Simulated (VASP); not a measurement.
# MgO (P6_3/mmc) in VASP: notebook, part 2 of 2

VASP 6.6.1. The steps go on from the part before.

## 4. Single point, PBE (volume 11.745 Å^3 an atom, c/a of the conventional cell 1.1112)

Contents of INCAR:

```
SYSTEM = MgO
PREC = Accurate
ENCUT = 520
EDIFF = 1E-7
ISMEAR = 0
SIGMA = 0.05
LREAL = .False.
LASPH = .True.
NELM = 80
ALGO = Normal
ISIF = 2
LWAVE = .False.
LCHARG = .False.
GGA = PE
NBANDS = 16
```

Contents of KPOINTS:

```
regular mesh
0
Gamma
  9 9 6
  0 0 0
```

Contents of POSCAR:

```
MgO
1.0
    3.6547980344      0.0000000000      0.0000000000
   -1.8273990172      3.1651479435      0.0000000000
    0.0000000000      0.0000000000      4.0612115758
Mg O
2 2
Direct
    0.6666666667      0.3333333333      0.7500000000
    0.3333333333      0.6666666667      0.2500000000
    0.6666666667      0.3333333333      0.2500000000
    0.3333333333      0.6666666667      0.7500000000
```

Potentials or basis: VASP PAW PBE potentials, release 64 (Mg, O).

Run with:

```sh
$ cat potpaw_PBE.64/Mg/POTCAR potpaw_PBE.64/O/POTCAR > POTCAR
$ mpirun -np 1 vasp_std > vasp.out
```

OUTCAR:

```text
SYSTEM = MgO
   PREC = Accurate
   ENCUT = 520
   EDIFF = 1E-7
   ISMEAR = 0
   LREAL = .False.
   LASPH = .True.
   NELM = 80
   ISIF = 2
   GGA = PE

 ion  position               nearest neighbor table
   1  0.667  0.333  0.750-   3 2.03   3 2.03   4 2.11   4 2.11   4 2.11   2 2.93   2 2.93   2 2.93
                             2 2.93   2 2.93   2 2.93
   2  0.333  0.667  0.250-   4 2.03   4 2.03   3 2.11   3 2.11   3 2.11   1 2.93   1 2.93   1 2.93
                             1 2.93   1 2.93   1 2.93
   3  0.667  0.333  0.250-   1 2.03   1 2.03   2 2.11   2 2.11   2 2.11
   4  0.333  0.667  0.750-   2 2.03   2 2.03   1 2.11   1 2.11   1 2.11

  LATTYP: Found a hexagonal cell.
 ALAT       =     3.6547980344
 C/A-ratio  =     1.1112000000

  Lattice vectors:

 A1 = (   3.6547980344,   0.0000000000,   0.0000000000)
 A2 = (  -1.8273990172,   3.1651479435,   0.0000000000)
 A3 = (   0.0000000000,   0.0000000000,   4.0612115758)

Analysis of symmetry for initial positions (statically):
=====================================================================
 Subroutine PRICEL returns:
 Original cell was already a primitive cell.

 Routine SETGRP: Setting up the symmetry group for a
 hexagonal supercell.

 Subroutine GETGRP returns: Found 24 space group operations
 (whereof 12 operations were pure point group operations)
 out of a pool of 24 trial point group operations.

The static configuration has the point symmetry D_3d.
 The point group associated with its full space group is D_6h.

Analysis of symmetry for dynamics (positions and initial velocities):
=====================================================================
 Subroutine PRICEL returns:
 Original cell was already a primitive cell.

 Routine SETGRP: Setting up the symmetry group for a
 hexagonal supercell.

 Subroutine GETGRP returns: Found 24 space group operations
 (whereof 12 operations were pure point group operations)
 out of a pool of 24 trial point group operations.

The dynamic configuration has the point symmetry D_3d.
 The point group associated with its full space group is D_6h.
[... 126 lines left out ...]
  Thomas-Fermi vector in A             =   2.279953
   LORBIT       =      0    0 simple, 1 ext, 2 COOP (PROOUT), +10 PAW based schemes
   GGA     = PE    functional components
   LHFCALC =     F    Hartree Fock is set to
   AEXX    =    0.0000 exact exchange contribution
   IVDW    =     0    specifies the selected vdW correction
   LEPSILON=     F    determine dielectric tensor
   LRPA    =     F    only Hartree local field effects (RPA)
 non-spin polarized calculation
 Gauss-broadening in eV      SIGMA  =   0.05
  energy-cutoff  :      520.00
  volume of cell :       46.98
 maximum number of plane-waves:      1280
 NGX is ok and might be reduce to    28
   NGX = 13   NGY = 13   NGZ = 15

 number of electron      16.0000000 magnetization

 Free energy of the ion-electron system (eV)
  ---------------------------------------------------
  ext. energy  EPLUGINS =         0.00000000
  ---------------------------------------------------
  free energy    TOTEN  =       -23.56990980 eV

  energy without entropy =      -23.56990980  energy(sigma->0) =      -23.56990980

 E-fermi :   1.6760     XC(G=0):  -9.7557

 val. band max:        1.4263637310   @ k =   0.0000   0.0000   0.0000
 cond. band min:       4.6597697887   @ k =   0.0000   0.0000   0.0000
 fundamental gap:      3.2334060578
 Fermi energy:         1.6759611956

 k-point     1 :       0.0000    0.0000    0.0000
  band No.  band energies     occupation
      1     -15.1253      2.00000
      2     -13.7899      2.00000
      3      -1.7097      2.00000
      4      -0.1704      2.00000
      5      -0.1704      2.00000
      6       0.9170      2.00000
[... 433 lines left out ...]
      3      -1.7319      2.00000
      4      -1.1064      2.00000
      5      -1.1064      2.00000
      6       0.5056      2.00000
[... 8 lines left out ...]
     15      15.8360      0.00000
     16      17.3838      0.00000

 [... further k-points ...]

------------------------ aborting loop because EDIFF is reached ----------------------------------------

  FORCE on cell =-STRESS in cart. coord.  units (eV):
  Direction    XX          YY          ZZ          XY          YZ          ZX
  --------------------------------------------------------------------------------------
  -------------------------------------------------------------------------------------
  Total       -1.8525477     -1.8525477      1.6431449      0.0000000      0.0000000      0.0000000
  in kB      -63.1781598    -63.1781598     56.0368121      0.0000000      0.0000000      0.0000000
  external PRESSURE =     -23.4398358 kB  Pullay stress =       0.0000000 kB

 VOLUME and BASIS-vectors are now :
 -----------------------------------------------------------------------------
  energy-cutoff  :      520.00
  volume of cell :       46.98
      direct lattice vectors                 reciprocal lattice vectors
     3.654798034  0.000000000  0.000000000     0.273612930  0.157970499  0.000000000
    -1.827399017  3.165147944  0.000000000     0.000000000  0.315940998  0.000000000
     0.000000000  0.000000000  4.061211576     0.000000000  0.000000000  0.246231939

 POSITION                                       TOTAL-FORCE (eV/Angst)
 -----------------------------------------------------------------------------------
      1.82740      1.05505      3.04591         0.000000     -0.000000      0.000000
     -0.00000      2.11010      1.01530        -0.000000      0.000000      0.000000
      1.82740      1.05505      1.01530         0.000000      0.000000      0.000000
     -0.00000      2.11010      3.04591         0.000000     -0.000000      0.000000
 -----------------------------------------------------------------------------------
    total drift:                               -0.000000      0.000000     -0.000000

  FREE ENERGIE OF THE ION-ELECTRON SYSTEM (eV)
  ---------------------------------------------------
  free  energy   TOTEN  =       -23.5699098009 eV

  energy  without entropy=      -23.5699098009  energy(sigma->0) =      -23.56990980
```

OSZICAR:

```text
N       E                     dE             d eps       ncg     rms          rms(c)
DAV:   1     0.620031092635E+02    0.62003E+02   -0.74239E+03  1544   0.882E+02
DAV:   2    -0.235204164398E+02   -0.85524E+02   -0.77381E+02  2128   0.195E+02
DAV:   3    -0.276175121046E+02   -0.40971E+01   -0.40853E+01  1832   0.442E+01
DAV:   4    -0.276347236043E+02   -0.17211E-01   -0.17211E-01  1856   0.336E+00
DAV:   5    -0.276348137090E+02   -0.90105E-04   -0.90103E-04  1856   0.236E-01    0.112E+01
DAV:   6    -0.236579751668E+02    0.39768E+01   -0.10760E+01  1680   0.250E+01    0.371E+00
DAV:   7    -0.235944667104E+02    0.63508E-01   -0.16309E-01  1536   0.328E+00    0.216E+00
DAV:   8    -0.235722136858E+02    0.22253E-01   -0.11395E-01  1600   0.351E+00    0.580E-01
DAV:   9    -0.235689294614E+02    0.32842E-02   -0.12551E-02  1912   0.976E-01    0.143E-01
DAV:  10    -0.235698822142E+02   -0.95275E-03   -0.11071E-03  1552   0.280E-01    0.412E-02
DAV:  11    -0.235699103519E+02   -0.28138E-04   -0.49683E-05  1736   0.558E-02    0.250E-02
DAV:  12    -0.235699119476E+02   -0.15957E-05   -0.11351E-05  1584   0.236E-02    0.120E-02
DAV:  13    -0.235699098013E+02    0.21463E-05   -0.83913E-06  1952   0.226E-02    0.155E-03
DAV:  14    -0.235699098009E+02    0.36800E-09   -0.19315E-07  1464   0.368E-03
   1 F= -.23569910E+02 E0= -.23569910E+02  d E =-.873640E-15
```

stdout:

```text
POSCAR found type information on POSCAR MgO
 POSCAR found :  2 types and       4 ions
 scaLAPACK will be used
 LDA part: xc-table for (Slater+PW92), standard interpolation
 POSCAR, INCAR and KPOINTS ok, starting setup
 FFT: planning ... GRIDC
 FFT: planning ... GRID_SOFT
 FFT: planning ... GRID
 WAVECAR not read
 entering main loop
```

It took 34 s on 1 thread of Intel Xeon 6975P-C, shared host; peak memory 0.18 GiB.

Results:

| Quantity | Value |
| --- | --- |
| Free energy | -23.5699 eV |
| Pressure | -2.3 GPa |
| Band gap on the k mesh | 3.23 eV, direct |

Levels at points of the mesh, in eV from the valence-band top:
```tsv
k point	band 6	band 7	band 8	band 9	band 10	band 11
(0.00, 0.00, 0.00)	-0.51	-0.51	0.00	3.23	9.41	11.79
(0.00, 0.00, 0.50)	-1.07	-1.07	-1.07	6.32	6.32	12.14
```

## 5. Summary

```tsv
cell	gap on the mesh (eV)	pressure (GPa)
a = 3.502, b = 3.502, c = 4.424 Å, angles 90.0, 90.0, 120.0°, 4 atoms	3.03	-3.9
a = 3.616, b = 3.616, c = 4.149 Å, angles 90.0, 90.0, 120.0°, 4 atoms	3.18	-3.5
a = 3.655, b = 3.655, c = 4.061 Å, angles 90.0, 90.0, 120.0°, 4 atoms	3.23	-2.3
```

Alike in all rows: task single point; level PBE; potentials or basis VASP PAW PBE potentials, release 64 (Mg, O); no spin polarisation; k mesh 9 × 9 × 6; cutoff (eV) 520; smearing gaussian 0.05 eV.

Absolute energies hang on the potentials; compare differences alone.
